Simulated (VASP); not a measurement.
# CdInS2 (P-3m1) in VASP: a series of runs, part 2 of 2

VASP 6.6.1.

## (4) Single point, PBE (25.63 Å³/atom)

Input file INCAR:

```
SYSTEM = CdInS2
  PREC = Accurate
  ENCUT = 520
  EDIFF = 1E-6
  ISMEAR = 0
  SIGMA = 0.15
  LREAL = .FALSE.
  LASPH = .TRUE.
  NELM = 80
  ALGO = Normal
  ISIF = 2
  LWAVE = .FALSE.
  LCHARG = .FALSE.
  GGA = PE
  NBANDS = 26
```

Input file KPOINTS:

```
Automatic mesh
0
G
  15 15 8
  0 0 0
```

Input file POSCAR:

```
CdInS2
1.0
    4.2350905583      0.0000000000      0.0000000000
   -2.1175452791      3.6676960108      0.0000000000
    0.0000000000      0.0000000000      6.6003886350
Cd In S
1 1 2
Direct
    0.0000000000      0.0000000000      0.0000000000
    0.0000000000      0.0000000000      0.5000000000
    0.6666666667      0.3333333333      0.7578554487
    0.3333333333      0.6666666667      0.2421445513
```

Potentials or basis: VASP PAW PBE potentials, release 64 (Cd, In_d, S).

Run with:

```sh
> cat potpaw_PBE.64/Cd/POTCAR potpaw_PBE.64/In_d/POTCAR potpaw_PBE.64/S/POTCAR > POTCAR
> mpirun -np 1 vasp_std > vasp.out
```

OUTCAR:

```text
SYSTEM = CdInS2
   PREC = Accurate
   ENCUT = 520
   EDIFF = 1E-6
   ISMEAR = 0
   LREAL = .FALSE.
   LASPH = .TRUE.
   NELM = 80
   ISIF = 2
   GGA = PE

 ion  position               nearest neighbor table
   1  0.000  0.000  0.000-   3 2.92   4 2.92   4 2.92   3 2.92   3 2.92   4 2.92   2 3.30   2 3.30

   2  0.000  0.000  0.500-   3 2.98   4 2.98   4 2.98   3 2.98   3 2.98   4 2.98   1 3.30   1 3.30

   3  0.667  0.333  0.758-   1 2.92   1 2.92   1 2.92   2 2.98   2 2.98   2 2.98
   4  0.333  0.667  0.242-   1 2.92   1 2.92   1 2.92   2 2.98   2 2.98   2 2.98

  LATTYP: Found a hexagonal cell.
 ALAT       =     4.2350905583
 C/A-ratio  =     1.5585000000

  Lattice vectors:

 A1 = (   4.2350905583,   0.0000000000,   0.0000000000)
 A2 = (  -2.1175452791,   3.6676960108,   0.0000000000)
 A3 = (   0.0000000000,   0.0000000000,   6.6003886350)

Analysis of symmetry for initial positions (statically):
=====================================================================
 Subroutine PRICEL returns:
 Original cell was already a primitive cell.

 Routine SETGRP: Setting up the symmetry group for a
 hexagonal supercell.

[... 170 lines left out ...]
 E-fermi :   3.5753     XC(G=0):  -9.3422

 val. band max:        3.5737021623   @ k =   0.3333  -0.0000   0.5000
 cond. band min:       3.5816667319   @ k =   0.2000   0.2000   0.0000
 fundamental gap:      0.0079645696
 Fermi energy:         3.5752616400

 k-point     1 :       0.0000    0.0000    0.0000
  band No.  band energies     occupation
      1     -10.8375      2.00000
      2     -10.7990      2.00000
      3     -10.7990      2.00000
      4     -10.7741      2.00000
      5     -10.7741      2.00000
      6      -9.3120      2.00000
[... 685 lines left out ...]
     25       9.5957      0.00000
     26      10.7105      0.00000

 [... further k-points ...]

------------------------ aborting loop because EDIFF is reached ----------------------------------------

  FORCE on cell =-STRESS in cart. coord.  units (eV):
  Direction    XX          YY          ZZ          XY          YZ          ZX
  --------------------------------------------------------------------------------------
  -------------------------------------------------------------------------------------
  Total       -4.8535357     -4.8535357     -1.0832811     -0.0000000      0.0000000     -0.0000000
  in kB      -75.8478496    -75.8478496    -16.9288018     -0.0000000      0.0000000     -0.0000000
  external PRESSURE =     -56.2081670 kB  Pullay stress =       0.0000000 kB

 VOLUME and BASIS-vectors are now :
 -----------------------------------------------------------------------------
  energy-cutoff  :      520.00
  volume of cell :      102.52
      direct lattice vectors                 reciprocal lattice vectors
     4.235090558  0.000000000  0.000000000     0.236122460  0.136325366  0.000000000
    -2.117545279  3.667696011  0.000000000     0.000000000  0.272650731  0.000000000
     0.000000000  0.000000000  6.600388635     0.000000000  0.000000000  0.151506230

 POSITION                                       TOTAL-FORCE (eV/Angst)
 -----------------------------------------------------------------------------------
      0.00000      0.00000      0.00000        -0.000000      0.000000      0.000000
      0.00000      0.00000      3.30019         0.000000      0.000000      0.000000
      2.11755      1.22257      5.00214        -0.000000     -0.000000      0.157077
     -0.00000      2.44513      1.59825         0.000000      0.000000     -0.157077
 -----------------------------------------------------------------------------------
    total drift:                                0.000000     -0.000000      0.000000

  FREE ENERGIE OF THE ION-ELECTRON SYSTEM (eV)
  ---------------------------------------------------
  free  energy   TOTEN  =       -12.6506594358 eV

  energy  without entropy=      -12.6292941668  energy(sigma->0) =      -12.63997680
```

Wall time 11 min (1 thread of Intel Xeon 8259CL, shared host); peak memory 0.57 GiB.

Results:

- Free energy: -12.6507 eV
- Pressure: -5.6 GPa
- Largest force: 0.157 eV/Å
- Band gap on the k mesh: zero (an odd number of electrons rules out a gap without spin polarisation)

Forces on the atoms (eV/Å):
```
Cd   0.000  0.000  0.000
In   0.000  0.000  0.000
S    0.000  0.000  0.157
S    0.000  0.000 -0.157
```

Stress tensor (GPa, compression positive):
```
-7.58  0.00  0.00
 0.00 -7.58  0.00
 0.00  0.00 -1.69
```

Caveat: the cell stands under tension; spin-orbit coupling is left out, which moves the levels of the heavy elements.

## (5) Single point, PBE (25.63 Å³/atom)

INCAR is that of step 4.

KPOINTS is that of step 4.

Input file POSCAR:

```
CdInS2
1.0
    3.9060288526      0.0000000000      0.0000000000
   -1.9530144263      3.3827202142      0.0000000000
    0.0000000000      0.0000000000      7.7593263156
Cd In S
1 1 2
Direct
    0.0000000000      0.0000000000      0.0000000000
    0.0000000000      0.0000000000      0.5000000000
    0.6666666667      0.3333333333      0.7578554487
    0.3333333333      0.6666666667      0.2421445513
```

Potentials or basis: VASP PAW PBE potentials, release 64 (Cd, In_d, S).

Run with:

```sh
> cat potpaw_PBE.64/Cd/POTCAR potpaw_PBE.64/In_d/POTCAR potpaw_PBE.64/S/POTCAR > POTCAR
> mpirun -np 1 vasp_std > vasp.out
```

OUTCAR:

```text
SYSTEM = CdInS2
   PREC = Accurate
   ENCUT = 520
   EDIFF = 1E-6
   ISMEAR = 0
   LREAL = .FALSE.
   LASPH = .TRUE.
   NELM = 80
   ISIF = 2
   GGA = PE

 ion  position               nearest neighbor table
   1  0.000  0.000  0.000-   3 2.94   4 2.94   4 2.94   3 2.94   3 2.94   4 2.94   2 3.88   2 3.88

   2  0.000  0.000  0.500-   3 3.01   4 3.01   4 3.01   3 3.01   3 3.01   4 3.01   1 3.88   1 3.88

   3  0.667  0.333  0.758-   1 2.94   1 2.94   1 2.94   2 3.01   2 3.01   2 3.01
   4  0.333  0.667  0.242-   1 2.94   1 2.94   1 2.94   2 3.01   2 3.01   2 3.01

  LATTYP: Found a hexagonal cell.
 ALAT       =     3.9060288526
 C/A-ratio  =     1.9865000000

  Lattice vectors:

 A1 = (   3.9060288526,   0.0000000000,   0.0000000000)
 A2 = (  -1.9530144263,   3.3827202142,   0.0000000000)
 A3 = (   0.0000000000,   0.0000000000,   7.7593263156)

Analysis of symmetry for initial positions (statically):
=====================================================================
 Subroutine PRICEL returns:
 Original cell was already a primitive cell.

 Routine SETGRP: Setting up the symmetry group for a
 hexagonal supercell.

[... 171 lines left out ...]
 E-fermi :   3.2994     XC(G=0):  -9.4025

 val. band max:        3.2984088529   @ k =   0.3333   0.0667   0.5000
 cond. band min:       3.2996055371   @ k =   0.3333   0.2667   0.5000
 fundamental gap:      0.0011966842
 Fermi energy:         3.2993759898

 k-point     1 :       0.0000    0.0000    0.0000
  band No.  band energies     occupation
      1     -10.9156      2.00000
      2     -10.9156      2.00000
      3     -10.8622      2.00000
      4     -10.8202      2.00000
      5     -10.8202      2.00000
      6      -9.2161      2.00000
[... 685 lines left out ...]
     25       9.2274      0.00000
     26      10.1929      0.00000

 [... further k-points ...]

------------------------ aborting loop because EDIFF is reached ----------------------------------------

  FORCE on cell =-STRESS in cart. coord.  units (eV):
  Direction    XX          YY          ZZ          XY          YZ          ZX
  --------------------------------------------------------------------------------------
  -------------------------------------------------------------------------------------
  Total       -2.0711410     -2.0711410     -8.8575910      0.0000000      0.0000000      0.0000000
  in kB      -32.3664223    -32.3664223   -138.4205792      0.0000000      0.0000000      0.0000000
  external PRESSURE =     -67.7178079 kB  Pullay stress =       0.0000000 kB

 VOLUME and BASIS-vectors are now :
 -----------------------------------------------------------------------------
  energy-cutoff  :      520.00
  volume of cell :      102.52
      direct lattice vectors                 reciprocal lattice vectors
     3.906028853  0.000000000  0.000000000     0.256014494  0.147810037  0.000000000
    -1.953014426  3.382720214  0.000000000     0.000000000  0.295620074  0.000000000
     0.000000000  0.000000000  7.759326316     0.000000000  0.000000000  0.128877168

 POSITION                                       TOTAL-FORCE (eV/Angst)
 -----------------------------------------------------------------------------------
      0.00000      0.00000      0.00000        -0.000000      0.000000      0.000000
      0.00000      0.00000      3.87966        -0.000000      0.000000      0.000000
      1.95301      1.12757      5.88045        -0.000000      0.000000      0.046939
     -0.00000      2.25515      1.87888         0.000000     -0.000000     -0.046939
 -----------------------------------------------------------------------------------
    total drift:                               -0.000000     -0.000000     -0.000000

  FREE ENERGIE OF THE ION-ELECTRON SYSTEM (eV)
  ---------------------------------------------------
  free  energy   TOTEN  =       -12.4686932362 eV

  energy  without entropy=      -12.4519229737  energy(sigma->0) =      -12.46030810
```

Run time: 13 min. Hardware: 1 thread of Intel Xeon 8259CL, shared host; peak memory 0.58 GiB.

What came out:

- Free energy: -12.4687 eV
- Pressure: -6.8 GPa
- Largest force: 0.047 eV/Å
- Band gap on the k mesh: zero (an odd number of electrons rules out a gap without spin polarisation)

Forces in eV/Å, atoms in the order of the input:
```
Cd   0.000  0.000  0.000
In   0.000  0.000  0.000
S    0.000  0.000  0.047
S    0.000  0.000 -0.047
```

Caveat: the cell stands under tension; spin-orbit coupling is left out, which moves the levels of the heavy elements.

## (6) The runs side by side

```tsv
cell	gap on the mesh (eV)	pressure (GPa)	largest force (eV/Å)
a = 4.067, b = 4.067, c = 7.157 Å, angles 90.0, 90.0, 120.0°, 4 atoms	none	-6.4	0.09
a = 4.150, b = 4.150, c = 6.873 Å, angles 90.0, 90.0, 120.0°, 4 atoms	none	-6.0	0.12
a = 4.235, b = 4.235, c = 6.600 Å, angles 90.0, 90.0, 120.0°, 4 atoms	none	-5.6	0.16
a = 3.906, b = 3.906, c = 7.759 Å, angles 90.0, 90.0, 120.0°, 4 atoms	none	-6.8	0.05
```

Alike in all rows: task single point; level PBE; potentials or basis VASP PAW PBE potentials, release 64 (Cd, In_d, S); no spin polarisation; k mesh 15 × 15 × 8; cutoff (eV) 520; smearing gaussian 0.15 eV.

Caveats: the cell stands under tension; spin-orbit coupling is left out, which moves the levels of the heavy elements.

Total energies depend on the potentials used, so only differences within one code and one set of settings carry meaning.
